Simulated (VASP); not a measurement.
# HfMg2C2 (P-4m2) in VASP: a series of runs

HfMg2C2 is run at these levels: PBE; tasks: single point, relaxation of cell and atoms.

Program: VASP 6.6.1. These are calculated values, not measurements. Logs are shortened: lines on timing, memory, paths and dates and some standing lists are left out, and cuts for length are marked.

**1. The cell of the first run**

Symmetry: P-4m2, No. 115, tetragonal system. Conventional cell: a = 3.664 Å, b = 3.664 Å, c = 5.479 Å, α = 90.00°, β = 90.00°, γ = 90.00°. Mg (site symmetry -4m2) has 4 C at 2.29 Å and 4 Mg at 2.59 Å within 3.0 Å. Mg (site symmetry -4m2) has 4 C at 2.29 Å and 4 Mg at 2.59 Å and 2 Hf at 2.74 Å within 3.0 Å. Hf (site symmetry -4m2) has 4 C at 2.28 Å and 2 Mg at 2.74 Å within 3.0 Å. C (site symmetry 2mm) has 2 Hf at 2.28 Å and 4 Mg at 2.29 Å within 3.0 Å.

**2. Single point, PBE (atoms taken out)**

INCAR

```
SYSTEM = HfMg2C2
PREC = Accurate
ENCUT = 520
EDIFF = 1E-6
ISMEAR = 0
SIGMA = 0.1
LREAL = .FALSE.
LASPH = .TRUE.
NELM = 60
ALGO = Normal
ISIF = 2
LWAVE = .FALSE.
LCHARG = .FALSE.
GGA = PE
NBANDS = 19
```

KPOINTS

```
Automatic mesh
0
G
  4 4 4
  0 0 0
```

POSCAR

```
HfMg2C2
1.0
    3.6644207733      0.0000000000      0.0000000000
    0.0000000000      3.6644207733      0.0000000000
    0.0000000000      0.0000000000      5.4793282601
Mg Hf C
2 1 2
Direct
    0.0000000000      0.0000000000      0.0000000000
    0.5000000000      0.5000000000      0.0000000000
    0.5000000000      0.5000000000      0.5000000000
    0.5000000000      0.0000000000      0.7479978303
    0.0000000000      0.5000000000      0.2520021697
```

Potentials or basis: VASP PAW PBE potentials, release 64 (Mg, Hf_pv, C).

Launch:

```bash
cat potpaw_PBE.64/Mg/POTCAR potpaw_PBE.64/Hf_pv/POTCAR potpaw_PBE.64/C/POTCAR > POTCAR
mpirun -np 1 vasp_std > vasp.out
```

OUTCAR:

```text
SYSTEM = HfMg2C2
   PREC = Accurate
   ENCUT = 520
   EDIFF = 1E-6
   ISMEAR = 0
   LREAL = .FALSE.
   LASPH = .TRUE.
   NELM = 60
   ISIF = 2
   GGA = PE

 ion  position               nearest neighbor table
   1  0.000  0.000  0.000-   4 2.29   5 2.29   5 2.29   4 2.29   2 2.59   2 2.59   2 2.59   2 2.59

   2  0.500  0.500  0.000-   4 2.29   5 2.29   4 2.29   5 2.29   1 2.59   1 2.59   1 2.59   1 2.59
                             3 2.74   3 2.74
   3  0.500  0.500  0.500-   4 2.28   5 2.28   4 2.28   5 2.28   2 2.74   2 2.74
   4  0.500  0.000  0.748-   3 2.28   3 2.28   1 2.29   2 2.29   2 2.29   1 2.29
   5  0.000  0.500  0.252-   3 2.28   3 2.28   1 2.29   1 2.29   2 2.29   2 2.29

  LATTYP: Found a simple tetragonal cell.
 ALAT       =     3.6644207733
 C/A-ratio  =     1.4952781351

  Lattice vectors:

 A1 = (   3.6644207733,   0.0000000000,   0.0000000000)
 A2 = (   0.0000000000,   3.6644207733,   0.0000000000)
 A3 = (   0.0000000000,   0.0000000000,   5.4793282601)

Analysis of symmetry for initial positions (statically):
=====================================================================
 Subroutine PRICEL returns:
 Original cell was already a primitive cell.

 Routine SETGRP: Setting up the symmetry group for a
 simple tetragonal supercell.

 Subroutine GETGRP returns: Found  8 space group operations
 (whereof  8 operations were pure point group operations)
 out of a pool of 16 trial point group operations.

The static configuration has the point symmetry D_2d.

Analysis of symmetry for dynamics (positions and initial velocities):
=====================================================================
 Subroutine PRICEL returns:
 Original cell was already a primitive cell.

 Routine SETGRP: Setting up the symmetry group for a
 simple tetragonal supercell.

 Subroutine GETGRP returns: Found  8 space group operations
 (whereof  8 operations were pure point group operations)
 out of a pool of 16 trial point group operations.

The dynamic configuration has the point symmetry D_2d.

 Subroutine INISYM returns: Found  8 space group operations
 (whereof  8 operations are pure point group operations),
 and found     1 'primitive' translations

----------------------------------------------------------------------------------------

                                     Primitive cell

  volume of cell :      73.5763

  direct lattice vectors                    reciprocal lattice vectors
     3.664420773  0.000000000  0.000000000     0.272894425  0.000000000  0.000000000
     0.000000000  3.664420773  0.000000000     0.000000000  0.272894425  0.000000000
     0.000000000  0.000000000  5.479328260     0.000000000  0.000000000  0.182504123

  length of vectors
     3.664420773  3.664420773  5.479328260     0.272894425  0.272894425  0.182504123

  position of ions in fractional coordinates (direct lattice)
     0.000000000  0.000000000  0.000000000
     0.500000000  0.500000000  0.000000000
     0.500000000  0.500000000  0.500000000
     0.500000000  0.000000000  0.747997830
     0.000000000  0.500000000  0.252002170

  ion indices of the primitive-cell ions
   primitive index   ion index
                 1           1
                 2           2
                 3           3
                 4           4
                 5           5

----------------------------------------------------------------------------------------

 KPOINTS: Automatic mesh

Automatic generation of k-mesh.
 Grid dimensions read from file:
 generate k-points for:    4    4    4

 Generating k-lattice:

  Cartesian coordinates                     Fractional coordinates (reciprocal lattice)
     0.068223606  0.000000000  0.000000000     0.250000000  0.000000000  0.000000000
     0.000000000  0.068223606  0.000000000     0.000000000  0.250000000  0.000000000
     0.000000000  0.000000000  0.045626031     0.000000000  0.000000000  0.250000000

  Length of vectors
     0.068223606  0.068223606  0.045626031

  Shift w.r.t. Gamma in fractional coordinates (k-lattice)
[... 57 lines left out ...]
     18       9.8976      0.00000
     19       9.9788      0.00000

 k-point     7 :       0.0000    0.0000    0.2500
  band No.  band energies     occupation
      1     -26.7995      2.00000
      2     -26.5614      2.00000
      3     -26.5614      2.00000
      4      -6.9389      2.00000
      5      -5.4477      2.00000
      6      -0.3335      2.00000
[... 11 lines left out ...]
     18       9.7875      0.00000
     19      11.7399      0.00000

 k-point     8 :       0.2500    0.0000    0.2500
  band No.  band energies     occupation
      1     -26.7930      2.00000
      2     -26.6178      2.00000
      3     -26.5575      2.00000
      4      -6.5016      2.00000
      5      -5.3548      2.00000
      6      -0.1864      2.00000
[... 124 lines left out ...]
 k-point    14 :       0.2500    0.0000    0.5000
  band No.  band energies     occupation
      1     -26.7948      2.00000
      2     -26.6177      2.00000
      3     -26.5575      2.00000
      4      -6.1052      2.00000
      5      -5.7926      2.00000
      6      -0.2811      2.00000
[... 11 lines left out ...]
     18       9.9008      0.00000
     19      10.8263      0.00000

 k-point    15 :       0.5000    0.0000    0.5000
  band No.  band energies     occupation
      1     -26.7879      2.00000
      2     -26.6737      2.00000
      3     -26.5536      2.00000
      4      -5.6190      2.00000
      5      -5.5826      2.00000
      6      -0.9695      2.00000
[... 11 lines left out ...]
     18       9.1723      0.00000
     19      10.3774      0.00000

 k-point    16 :       0.2500    0.2500    0.5000
  band No.  band energies     occupation
      1     -26.7883      2.00000
      2     -26.6141      2.00000
      3     -26.6125      2.00000
      4      -5.8171      2.00000
      5      -5.5255      2.00000
      6       0.0570      2.00000
[... 11 lines left out ...]
     18      10.3296      0.00000
     19      10.7922      0.00000

 k-point    17 :       0.5000    0.2500    0.5000
  band No.  band energies     occupation
      1     -26.7816      2.00000
      2     -26.6688      2.00000
      3     -26.6089      2.00000
      4      -5.3661      2.00000
      5      -5.3593      2.00000
      6      -0.3603      2.00000
[... 11 lines left out ...]
     18      10.2126      0.00000
     19      11.4378      0.00000

 k-point    18 :       0.5000    0.5000    0.5000
  band No.  band energies     occupation
      1     -26.7749      2.00000
      2     -26.6638      2.00000
      3     -26.6638      2.00000
      4      -5.1014      2.00000
      5      -5.1014      2.00000
      6       0.3629      2.00000
[... 11 lines left out ...]
     18       9.7330      0.00000
     19      11.1963      0.00000

------------------------ aborting loop because EDIFF is reached ----------------------------------------

  FORCE on cell =-STRESS in cart. coord.  units (eV):
  Direction    XX          YY          ZZ          XY          YZ          ZX
  --------------------------------------------------------------------------------------
  -------------------------------------------------------------------------------------
  Total       -0.1666922     -0.1666922     -0.1813040      0.0000000      0.0000000     -0.0000000
  in kB       -3.6298437     -3.6298437     -3.9480263      0.0000000      0.0000000     -0.0000000
  external PRESSURE =      -3.7359046 kB  Pullay stress =       0.0000000 kB

 VOLUME and BASIS-vectors are now :
 -----------------------------------------------------------------------------
  energy-cutoff  :      520.00
  volume of cell :       73.58
      direct lattice vectors                 reciprocal lattice vectors
     3.664420773  0.000000000  0.000000000     0.272894425  0.000000000  0.000000000
     0.000000000  3.664420773  0.000000000     0.000000000  0.272894425  0.000000000
     0.000000000  0.000000000  5.479328260     0.000000000  0.000000000  0.182504123

 POSITION                                       TOTAL-FORCE (eV/Angst)
 -----------------------------------------------------------------------------------
      0.00000      0.00000      0.00000         0.000000      0.000000     -0.000000
      1.83221      1.83221      0.00000         0.000000      0.000000     -0.000000
      1.83221      1.83221      2.73966         0.000000     -0.000000     -0.000000
      1.83221      0.00000      4.09853         0.000000      0.000000     -0.016253
      0.00000      1.83221      1.38080         0.000000      0.000000      0.016253
 -----------------------------------------------------------------------------------
    total drift:                                0.000000      0.000000      0.000000

  FREE ENERGIE OF THE ION-ELECTRON SYSTEM (eV)
  ---------------------------------------------------
  free  energy   TOTEN  =       -30.2082137508 eV

  energy  without entropy=      -30.2082119378  energy(sigma->0) =      -30.20821284
```

Run time: 31 s. Hardware: 1 thread of Oxide Virtual Turin-like, shared host; peak memory 0.15 GiB.

What came out:

| Property | Result |
| --- | --- |
| Free energy | -30.2082 eV |
| Pressure | -0.4 GPa |
| Largest force | 0.016 eV/Å |
| Band gap on the k mesh | 0.56 eV (least direct gap 0.61 eV) |

Forces in eV/Å, atoms in the order of the input:
```
Mg   0.000  0.000  0.000
Mg   0.000  0.000  0.000
Hf   0.000  0.000  0.000
C    0.000  0.000 -0.016
C    0.000  0.000  0.016
```

Caveat: the k points lie up to 0.43 Å⁻¹ apart; the cell differs from its parent crystal (atoms taken out); spin-orbit coupling is left out, which moves the levels of the heavy elements. A k mesh can miss the band edges.

**3. Single point, PBE (atoms taken out)**

INCAR

```
PREC = Accurate
ENCUT = 520
EDIFF = 1E-6
ISMEAR = 0
SIGMA = 0.1
LREAL = False
LASPH = True
NELM = 80
ALGO = Normal
ISIF = 2
LWAVE = False
LCHARG = False
GGA = PE
NBANDS = 19
```

KPOINTS

```
regular mesh
0
Gamma
  4 4 4
```

POSCAR

```
HfMg2C2
1.0
    4.3801719500      0.0000000000      0.0000000000
    0.0000000000      4.3801719500      0.0000000000
    0.0000000000      0.0000000000      6.1944985800
Mg Hf C
2 1 2
Direct
    0.0000000000      0.0000000000      0.0000000000
    0.5000000000      0.5000000000      0.0000000000
    0.5000000000      0.5000000000      0.5000000000
    0.5000000000      0.0000000000      0.7500000000
    0.0000000000      0.5000000000      0.2500000000
```

Potentials or basis: VASP PAW PBE potentials, release 64 (Mg, Hf_pv, C).

Launch:

```bash
cat potpaw_PBE.64/Mg/POTCAR potpaw_PBE.64/Hf_pv/POTCAR potpaw_PBE.64/C/POTCAR > POTCAR
mpirun -np 1 vasp_std > vasp.out
```

It took 62 s on 1 thread of Oxide Virtual Turin-like, shared host; peak memory 0.22 GiB.

Results (log left out):

| Quantity | Value |
| --- | --- |
| Free energy | -25.5501 eV |
| Pressure | -21.0 GPa |
| Largest force | 0.540 eV/Å |
| Band gap on the k mesh | zero (bands 11 and 12 overlap by 0.25 eV) |

Forces in eV/Å, atoms in the order of the input:
```
Mg   0.000  0.000  0.000
Mg   0.000  0.000  0.000
Hf   0.000  0.000  0.000
C    0.000  0.000 -0.540
C    0.000  0.000  0.540
```

Stress tensor (GPa, compression positive):
```
-22.16   0.00   0.00
  0.00 -22.16   0.00
  0.00   0.00 -18.70
```

Levels at points of the mesh, in eV from the Fermi level:
```tsv
k point	band 8	band 9	band 10	band 11	band 12	band 13	band 14	band 15
(0.00, 0.00, 0.00)	-1.40	-0.98	-0.33	-0.33	-0.19	0.82	1.09	2.01
(0.50, 0.00, 0.00)	-1.76	-1.25	-0.75	-0.23	1.27	1.55	2.12	2.35
(0.50, 0.50, 0.00)	-1.32	-1.14	-1.14	-0.20	0.88	0.88	1.49	1.67
(0.00, 0.00, 0.50)	-1.60	-1.60	0.02	0.07	0.07	1.98	2.02	2.56
(0.50, 0.00, 0.50)	-1.33	-1.33	-0.38	-0.16	1.23	1.64	2.12	2.20
(0.50, 0.50, 0.50)	-1.85	-1.46	-1.19	-1.19	0.87	0.87	1.77	1.81
```

Caveat: the cell differs from its parent crystal (atoms taken out); the cell stands under tension; spin-orbit coupling is left out, which moves the levels of the heavy elements.

**4. Single point, PBE (atoms taken out)**

INCAR

```
SYSTEM = HfMg2C2
PREC = Accurate ; ENCUT = 520
EDIFF = 1E-6 ; ISMEAR = 0
SIGMA = 0.1 ; LREAL = .FALSE.
LASPH = .TRUE. ; NELM = 100
ALGO = Normal ; ISIF = 2
LWAVE = .FALSE. ; LCHARG = .FALSE.
GGA = PE ; NBANDS = 19
```

KPOINTS

```
regular mesh
0
G
  6 6 4
  0 0 0
```

POSCAR

```
HfMg2C2
1.0
    3.6644207733      0.0000000000      0.0000000000
    0.0000000000      3.6644207733      0.0000000000
    0.0000000000      0.0000000000      5.4793282601
Mg Hf C
2 1 2
Direct
    0.0000000000      0.0000000000      0.0000000000
    0.5000000000      0.5000000000      0.0000000000
    0.5000000000      0.5000000000      0.5000000000
    0.5000000000      0.0000000000      0.7479978303
    0.0000000000      0.5000000000      0.2520021697
```

Launch:

```bash
cat potpaw_PBE.64/Mg/POTCAR potpaw_PBE.64/Hf_pv/POTCAR potpaw_PBE.64/C/POTCAR > POTCAR
mpirun -np 1 vasp_std > vasp.out
```

Run time: 41 s. Hardware: 1 thread of Oxide Virtual Turin-like, shared host; peak memory 0.17 GiB.

It converged, with:

| Property | Result |
| --- | --- |
| Free energy | -30.2334 eV |
| Pressure | -0.4 GPa |
| Largest force | 0.006 eV/Å |
| Band gap on the k mesh | 0.47 eV (least direct gap 0.62 eV) |

Forces in eV/Å, atoms in the order of the input:
```
Mg   0.000  0.000  0.000
Mg   0.000  0.000  0.000
Hf   0.000  0.000  0.000
C    0.000  0.000  0.006
C    0.000  0.000 -0.006
```

Stress tensor (GPa, compression positive):
```
-0.55  0.00  0.00
 0.00 -0.55  0.00
 0.00  0.00 -0.07
```

Levels at points of the mesh, in eV from the valence-band top:
```
           k point  band 7  band 8  band 9  band 10  band 11  band 12  band 13  band 14  band 15  band 16
(0.00, 0.00, 0.00)   -2.00   -2.00   -1.96    -0.59    -0.59     0.91     1.48     2.01     3.76     6.03
(0.50, 0.00, 0.00)   -3.91   -2.57   -1.73    -1.40    -0.53     1.86     3.31     3.90     3.90     4.10
(0.50, 0.50, 0.00)   -3.77   -1.98   -1.98    -1.43    -0.88     0.97     0.97     2.25     3.96     4.49
(0.00, 0.00, 0.50)   -2.74   -2.31   -2.31     0.00     0.00     0.62     3.11     3.79     4.36     4.59
(0.50, 0.00, 0.50)   -3.89   -2.15   -1.83    -1.11    -0.44     2.84     3.43     3.64     4.27     4.84
(0.50, 0.50, 0.50)   -3.05   -2.90   -2.60    -1.76    -1.76     0.90     0.90     3.63     4.02     4.19
```

Caveat: the cell differs from its parent crystal (atoms taken out); spin-orbit coupling is left out, which moves the levels of the heavy elements. A k mesh can miss the band edges.

**5. Relaxation of cell and atoms, PBE (atoms taken out)**

INCAR

```
PREC = Accurate ; ENCUT = 600
EDIFF = 1E-6 ; ISMEAR = 0
SIGMA = 0.1 ; LREAL = False
LASPH = True ; NELM = 80
ALGO = Normal ; ISIF = 3
LWAVE = False ; LCHARG = False
GGA = PE ; IBRION = 2
NSW = 90 ; EDIFFG = -0.04
```

KPOINTS

```
Automatic mesh
0
Gamma
  4 4 4
```

POSCAR

```
HfMg2C2
1.0
    4.3801719500      0.0000000000      0.0000000000
    0.0000000000      4.3801719500      0.0000000000
    0.0000000000      0.0000000000      6.1944985800
Mg Hf C
2 1 2
Direct
    0.0000000000      0.0000000000      0.0000000000
    0.5000000000      0.5000000000      0.0000000000
    0.5000000000      0.5000000000      0.5000000000
    0.5000000000      0.0000000000      0.7500000000
    0.0000000000      0.5000000000      0.2500000000
```

Launch:

```bash
cat potpaw_PBE.64/Mg/POTCAR potpaw_PBE.64/Hf_pv/POTCAR potpaw_PBE.64/C/POTCAR > POTCAR
mpirun -np 1 vasp_std > vasp.out
```

It took 2.1 min on 1 thread of Oxide Virtual Turin-like, shared host; peak memory 0.24 GiB.

The run converged. Its results:

* Free energy: -30.2257 eV
* Relaxed volume: 14.68 Å³/atom
* Relaxed cell: a = 3.662 Å, b = 3.662 Å, c = 5.475 Å, α = 90.00°, β = 90.00°, γ = 90.00°
* Space group after relaxing (to 0.1 Å): P-4m2 (No. 115)
* Energy gained by relaxing: 935.1 meV/atom
* Ionic steps: 6
* Pressure after relaxing: -0.1 GPa
* Largest force after relaxing: 0.021 eV/Å
* Band gap on the k mesh: 0.56 eV (least direct gap 0.61 eV)

Forces in eV/Å, atoms in the order of the input:
```
Mg   0.000  0.000  0.000
Mg   0.000  0.000  0.000
Hf   0.000  0.000  0.000
C    0.000  0.000  0.021
C    0.000  0.000 -0.021
```

The path:
```tsv
step	energy change (eV)	largest force (eV/Å)	pressure (GPa)	volume (Å³)
1	0.0000	0.5402	-21.03	118.85
2	-4.6427	0.1562	1.25	72.84
3	-4.6444	0.1308	0.28	73.41
4	-4.6744	0.0806	0.13	73.27
5	-4.6751	0.0876	0.13	73.29
6	-4.6756	0.0212	-0.11	73.41
```

Final structure:
```yaml
crystal:
  lattice:
    - [3.66162, 0.00000, 0.00000]
    - [0.00000, 3.66162, 0.00000]
    - [0.00000, 0.00000, 5.47543]
  atoms:
    - { symbol: Mg, position: [0.00000, 0.00000, 0.00000] }
    - { symbol: Mg, position: [0.50000, 0.50000, 0.00000] }
    - { symbol: Hf, position: [0.50000, 0.50000, 0.50000] }
    - { symbol: C, position: [0.50000, 0.00000, 0.74759] }
    - { symbol: C, position: [0.00000, 0.50000, 0.25241] }
```

Levels at points of the mesh, in eV from the valence-band top:
```
           k point  band 9  band 10  band 11  band 12  band 13  band 14
(0.00, 0.00, 0.00)   -1.97    -0.59    -0.59     0.90     1.48     2.02
(0.50, 0.00, 0.00)   -1.73    -1.41    -0.53     1.86     3.32     3.91
(0.50, 0.50, 0.00)   -1.99    -1.44    -0.89     0.96     0.96     2.25
(0.00, 0.00, 0.50)   -2.32     0.00     0.00     0.61     3.12     3.80
(0.50, 0.00, 0.50)   -1.84    -1.11    -0.45     2.85     3.44     3.65
(0.50, 0.50, 0.50)   -2.60    -1.77    -1.77     0.89     0.89     3.63
```

Caveat: the cell differs from its parent crystal (atoms taken out); the volume moved by over 15 % at a fixed basis, so the end points are rough; spin-orbit coupling is left out, which moves the levels of the heavy elements. A k mesh can miss the band edges.

**6. Summary**

| task | cell | k mesh | cutoff (eV) | gap on the mesh (eV) | pressure (GPa) | largest force (eV/Å) |
| --- | --- | --- | --- | --- | --- | --- |
| single point | a = 3.664, b = 3.664, c = 5.479 Å, 5 atoms, atomic positions A | 4 × 4 × 4 | 520 | 0.56 | -0.4 | 0.02 |
| single point | a = 4.380, b = 4.380, c = 6.194 Å, 5 atoms, atomic positions B | 4 × 4 × 4 | 520 | none | -21.0 | 0.54 |
| single point | a = 3.664, b = 3.664, c = 5.479 Å, 5 atoms, atomic positions A | 6 × 6 × 4 | 520 | 0.47 | -0.4 | 0.01 |
| relaxation of cell and atoms | relaxed from a = 4.380, b = 4.380, c = 6.194 Å, 5 atoms, atomic positions B | 4 × 4 × 4 | 600 | 0.56 | -0.1 | 0.02 |

Alike in all rows: level PBE; potentials or basis VASP PAW PBE potentials, release 64 (Mg, Hf_pv, C); no spin polarisation; smearing gaussian 0.1 eV.

Caveats: some runs use coarse meshes; spin-orbit coupling is left out, which moves the levels of the heavy elements; the cell stands under tension (at least some runs); the volume moved by over 15 % at a fixed basis, so the end points are rough (at least some runs).

Total energies depend on the potentials used, so only differences within one code and one set of settings carry meaning.
